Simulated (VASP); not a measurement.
Here is a VASP 6.6.1 calculation.

The input INCAR:

```
ALGO = Normal ; EDIFF = 1E-6
ENCUT = 520 ; ISIF = 2
ISMEAR = -1 ; LASPH = True
LCHARG = False ; LREAL = False
LWAVE = False ; NBANDS = 16
NELM = 60 ; PREC = Accurate
SIGMA = 0.15
```

The input KPOINTS:

```
k-points
0
Gamma
  9 9 9
```

POSCAR

```
TiN
1.0
    0.0000000000      2.1376705655      2.1376705655
    2.1376705655      0.0000000000      2.1376705655
    2.1376705655      2.1376705655      0.0000000000
Ti N
1 1
Direct
    0.0000000000      0.0000000000      0.0000000000
    0.5000000000      0.5000000000      0.5000000000
```

Potentials or basis: VASP PAW LDA potentials, release 64 (Ti_sv, N).

Command:

```console
$ cat potpaw_LDA.64/Ti_sv/POTCAR potpaw_LDA.64/N/POTCAR > POTCAR
$ mpirun -np 1 vasp_std > vasp.out
```

Q: Predict the pressure.

A: -19.0 GPa.
